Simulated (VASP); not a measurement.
# KCl (rocksalt type) (Fm-3m) in VASP: a series of runs, part 2 of 2

VASP 6.6.1.

### 4 Electric field gradients, PBE (volume scaled by 1.04)

File INCAR:

```
ALGO = Normal
EDIFF = 1E-8
ENCUT = 520
GGA = PE
ISIF = 2
ISMEAR = -1
LASPH = T
LCHARG = F
LEFG = T
LREAL = F
LWAVE = F
NBANDS = 15
NELM = 60
PREC = Accurate
SIGMA = 0.05
```

File KPOINTS:

```
k-points
0
Gamma
  13 13 13
```

File POSCAR:

```
KCl
1.0
    0.0000000000      3.2314284839      3.2314284839
    3.2314284839      0.0000000000      3.2314284839
    3.2314284839      3.2314284839      0.0000000000
K Cl
1 1
Direct
    0.0000000000      0.0000000000      0.0000000000
    0.5000000000      0.5000000000      0.5000000000
```

Potentials or basis: VASP PAW PBE potentials, release 64 (K_sv, Cl).

Run with:

```sh
$ cat potpaw_PBE.64/K_sv/POTCAR potpaw_PBE.64/Cl/POTCAR > POTCAR
$ mpirun -np 1 vasp_std > vasp.out
```

OUTCAR:

```text
EDIFF = 1E-8
   ENCUT = 520
   GGA = PE
   ISIF = 2
   ISMEAR = -1
   LASPH = T
   LREAL = F
   NELM = 60
   PREC = Accurate

 ion  position               nearest neighbor table
   1  0.000  0.000  0.000-   2 3.23   2 3.23   2 3.23   2 3.23   2 3.23   2 3.23
   2  0.500  0.500  0.500-   1 3.23   1 3.23   1 3.23   1 3.23   1 3.23   1 3.23

  LATTYP: Found a face centered cubic cell.
 ALAT       =     6.4628569678

  Lattice vectors:

 A1 = (   0.0000000000,   3.2314284839,   3.2314284839)
 A2 = (   3.2314284839,   0.0000000000,   3.2314284839)
 A3 = (   3.2314284839,   3.2314284839,   0.0000000000)

Analysis of symmetry for initial positions (statically):
=====================================================================
 Subroutine PRICEL returns:
 Original cell was already a primitive cell.

 Routine SETGRP: Setting up the symmetry group for a
 face centered cubic supercell.

 Subroutine GETGRP returns: Found 48 space group operations
 (whereof 48 operations were pure point group operations)
 out of a pool of 48 trial point group operations.

The static configuration has the point symmetry O_h .

Analysis of symmetry for dynamics (positions and initial velocities):
=====================================================================
 Subroutine PRICEL returns:
 Original cell was already a primitive cell.

 Routine SETGRP: Setting up the symmetry group for a
 face centered cubic supercell.

 Subroutine GETGRP returns: Found 48 space group operations
 (whereof 48 operations were pure point group operations)
 out of a pool of 48 trial point group operations.

The dynamic configuration has the point symmetry O_h .

 Subroutine INISYM returns: Found 48 space group operations
 (whereof 48 operations are pure point group operations),
 and found     1 'primitive' translations

----------------------------------------------------------------------------------------

                                     Primitive cell

  volume of cell :      67.4860

  direct lattice vectors                    reciprocal lattice vectors
     0.000000000  3.231428484  3.231428484    -0.154730331  0.154730331  0.154730331
     3.231428484  0.000000000  3.231428484     0.154730331 -0.154730331  0.154730331
     3.231428484  3.231428484  0.000000000     0.154730331  0.154730331 -0.154730331

  length of vectors
     4.569929988  4.569929988  4.569929988     0.268000795  0.268000795  0.268000795

  position of ions in fractional coordinates (direct lattice)
     0.000000000  0.000000000  0.000000000
     0.500000000  0.500000000  0.500000000

  ion indices of the primitive-cell ions
   primitive index   ion index
                 1           1
                 2           2

----------------------------------------------------------------------------------------

 KPOINTS: k-points

Automatic generation of k-mesh.
 Grid dimensions read from file:
 generate k-points for:   13   13   13

 Generating k-lattice:

[... 73 lines left out ...]
   NUPDOWN=      -1.0000    fix difference up-down
   EMIN   =  10.00;   EMAX   =-10.00  energy-range for DOS
   EFERMI =   0.00;   METHOD = LEGACY
   ISMEAR =    -1;   SIGMA  =   0.05  broadening in eV -4-tet -1-fermi 0-gaus
   EFERMI_NEDOS =   21; number of points for ismear=-14 and -15
   IALGO  =     38    algorithm
   IMIX   =      4    mixing-type and parameters
     AMIX     =   0.40;   BMIX     =  1.00
     AMIX_MAG =   1.60;   BMIX_MAG =  1.00
  volume/ion in A,a.u.               =      33.74       227.71
  Fermi-wavevector in a.u.,A,eV,Ry     =   1.013235  1.914737 13.968362  1.026646
  Thomas-Fermi vector in A             =   2.146392
   LORBIT       =      0    0 simple, 1 ext, 2 COOP (PROOUT), +10 PAW based schemes
   GGA     = PE    functional components
   LHFCALC =     F    Hartree Fock is set to
   AEXX    =    0.0000 exact exchange contribution
   IVDW    =     0    specifies the selected vdW correction
   LEPSILON=     F    determine dielectric tensor
   LRPA    =     F    only Hartree local field effects (RPA)
 non-spin polarized calculation
  energy-cutoff  :      520.00
  volume of cell :       67.49
 maximum number of plane-waves:      1841
 NGX is ok and might be reduce to    36
   NGX = 17   NGY = 17   NGZ = 17

 number of electron      16.0000000 magnetization

 Free energy of the ion-electron system (eV)
  ---------------------------------------------------
  ext. energy  EPLUGINS =         0.00000000
  ---------------------------------------------------
  free energy    TOTEN  =        -6.80724141 eV

  energy without entropy =       -6.80724141  energy(sigma->0) =       -6.80724141

 E-fermi :  -0.9516     XC(G=0):  -7.2183

 val. band max:       -2.1404563779   @ k =   0.0000   0.0000   0.0000
 cond. band min:       2.7823951909   @ k =   0.0000   0.0000   0.0000
 fundamental gap:      4.9228515688
 Fermi energy:        -0.9516055300

 k-point     1 :       0.0000    0.0000    0.0000
  band No.  band energies     occupation
      1     -29.5414      2.00000
      2     -14.1747      2.00000
      3     -13.0002      2.00000
      4     -13.0002      2.00000
      5     -13.0002      2.00000
      6      -2.1405      2.00000
      7      -2.1405      2.00000
      8      -2.1405      2.00000
      9       2.7824      0.00000
     10       6.1827      0.00000
     11       6.1827      0.00000
     12       6.1827      0.00000
     13       7.0165      0.00000
     14       7.0165      0.00000
[... 401 lines left out ...]
      2     -14.2844      2.00000
      3     -13.0216      2.00000
      4     -13.0160      2.00000
      5     -12.8548      2.00000
      6      -2.9228      2.00000
      7      -2.4393      2.00000
      8      -2.3780      2.00000
      9       5.1960      0.00000
     10       5.8069      0.00000
     11       7.8095      0.00000
     12       8.2010      0.00000
     13       8.2111      0.00000
     14       8.4593      0.00000
     15       9.3579      0.00000

 [... further k-points ...]
[... 5 lines left out ...]
  --------------------------------------------------------------------------------------
  -------------------------------------------------------------------------------------
  Total       -0.2343935     -0.2343935     -0.2343935     -0.0000000      0.0000000     -0.0000000
  in kB       -5.5647084     -5.5647084     -5.5647084     -0.0000000      0.0000000     -0.0000000
  external PRESSURE =      -5.5647084 kB  Pullay stress =       0.0000000 kB

 VOLUME and BASIS-vectors are now :
 -----------------------------------------------------------------------------
  energy-cutoff  :      520.00
  volume of cell :       67.49
      direct lattice vectors                 reciprocal lattice vectors
     0.000000000  3.231428484  3.231428484    -0.154730331  0.154730331  0.154730331
     3.231428484  0.000000000  3.231428484     0.154730331 -0.154730331  0.154730331
     3.231428484  3.231428484  0.000000000     0.154730331  0.154730331 -0.154730331

 POSITION                                       TOTAL-FORCE (eV/Angst)
 -----------------------------------------------------------------------------------
      0.00000      0.00000      0.00000        -0.000000     -0.000000      0.000000
      3.23143      3.23143      3.23143         0.000000      0.000000     -0.000000
 -----------------------------------------------------------------------------------
    total drift:                                0.000000      0.000000      0.000000

  FREE ENERGIE OF THE ION-ELECTRON SYSTEM (eV)
  ---------------------------------------------------
  free  energy   TOTEN  =        -6.8072414091 eV

  energy  without entropy=       -6.8072414091  energy(sigma->0) =       -6.80724141

 Electric field gradients (V/A^2)
---------------------------------------------------------------------
 ion       V_xx      V_yy      V_zz      V_xy      V_xz      V_yz
---------------------------------------------------------------------
   1      -0.000     0.000    -0.000    -0.000    -0.000    -0.000
   2       0.000     0.000    -0.000    -0.001    -0.001    -0.001
---------------------------------------------------------------------

 Electric field gradients after diagonalization (V/A^2)
 (convention: |V_zz| > |V_xx| > |V_yy|)
----------------------------------------------------------------------
 ion       V_xx      V_yy      V_zz     asymmetry (V_yy - V_xx)/ V_zz
----------------------------------------------------------------------
   1       0.000     0.000    -0.001       0.000
   2       0.001     0.001    -0.001       0.000
----------------------------------------------------------------------

           NMR quadrupolar parameters

 Cq : quadrupolar parameter    Cq=e*Q*V_zz/h
 eta: asymmetry parameters     (V_yy - V_xx)/ V_zz
 Q  : nuclear electric quadrupole moment in mb (millibarn)
----------------------------------------------------------------------
 ion       Cq(MHz)       eta       Q (mb)
----------------------------------------------------------------------
   1      -0.000       0.000       1.000
   2      -0.000       0.000       1.000
----------------------------------------------------------------------
```

OSZICAR:

```text
N       E                     dE             d eps       ncg     rms          rms(c)
DAV:   1     0.100973205773E+03    0.10097E+03   -0.70008E+03  2520   0.942E+02
DAV:   2    -0.563834987197E+00   -0.10154E+03   -0.93892E+02  3311   0.233E+02
DAV:   3    -0.687533521881E+01   -0.63115E+01   -0.62762E+01  3480   0.515E+01
DAV:   4    -0.712184176228E+01   -0.24651E+00   -0.24644E+00  3966   0.899E+00
DAV:   5    -0.712376072843E+01   -0.19190E-02   -0.19189E-02  3564   0.883E-01    0.302E+00
DAV:   6    -0.681046239282E+01    0.31330E+00   -0.45213E-01  3248   0.325E+00    0.245E+00
DAV:   7    -0.679281581221E+01    0.17647E-01   -0.10579E-01  3493   0.179E+00    0.145E+00
DAV:   8    -0.680571034710E+01   -0.12895E-01   -0.17503E-02  3231   0.965E-01    0.182E-01
DAV:   9    -0.680660648697E+01   -0.89614E-03   -0.12201E-03  3395   0.220E-01    0.103E-01
DAV:  10    -0.680723325372E+01   -0.62677E-03   -0.66388E-04  2765   0.163E-01    0.226E-02
DAV:  11    -0.680723760465E+01   -0.43509E-05   -0.29547E-05  3564   0.290E-02    0.768E-03
DAV:  12    -0.680724064134E+01   -0.30367E-05   -0.32817E-06  2842   0.128E-02    0.447E-03
DAV:  13    -0.680724127336E+01   -0.63202E-06   -0.99183E-07  3087   0.540E-03    0.800E-04
DAV:  14    -0.680724138128E+01   -0.10792E-06   -0.11957E-07  2985   0.224E-03    0.257E-04
DAV:  15    -0.680724140635E+01   -0.25074E-07   -0.22196E-09  2767   0.370E-04    0.191E-04
DAV:  16    -0.680724140906E+01   -0.27080E-08   -0.80721E-10  2156   0.183E-04
   1 F= -.68072414E+01 E0= -.68072414E+01  d E =-.842445E-11
```

stdout:

```text
POSCAR found type information on POSCAR K Cl
 POSCAR found :  2 types and       2 ions
 scaLAPACK will be used
 LDA part: xc-table for (Slater+PW92), standard interpolation
 POSCAR, INCAR and KPOINTS ok, starting setup
 FFT: planning ... GRIDC
 FFT: planning ... GRID_SOFT
 FFT: planning ... GRID
 WAVECAR not read
 entering main loop
ion   1

ion   2
```

Wall time 66 s (1 thread of AMD EPYC 9R14 (Zen 4), shared host); peak memory 0.21 GiB.

What came out:

```yaml
Free_energy: -6.8072 eV
Pressure: -0.6 GPa
Band_gap_on_the_k_mesh: 4.92 eV, direct
```

Caveat: without QUAD_EFG the Cq values of the log hold for a quadrupole moment of 1 mb, not for the nuclei. A k mesh can miss the band edges.

### 5 The runs side by side

| cell | gap on the mesh (eV) | pressure (GPa) |
| --- | --- | --- |
| a = 4.511 Å, angles 60.0°, 2 atoms | 5.05 | 0.0 |
| a = 4.540 Å, angles 60.0°, 2 atoms | 4.98 | -0.3 |
| a = 4.570 Å, angles 60.0°, 2 atoms | 4.92 | -0.6 |

Alike in all rows: task electric field gradients; level PBE; potentials or basis VASP PAW PBE potentials, release 64 (K_sv, Cl); no spin polarisation; k mesh 13 × 13 × 13; cutoff (eV) 520; smearing fermi-dirac 0.05 eV.

Total energies depend on the potentials used, so only differences within one code and one set of settings carry meaning.
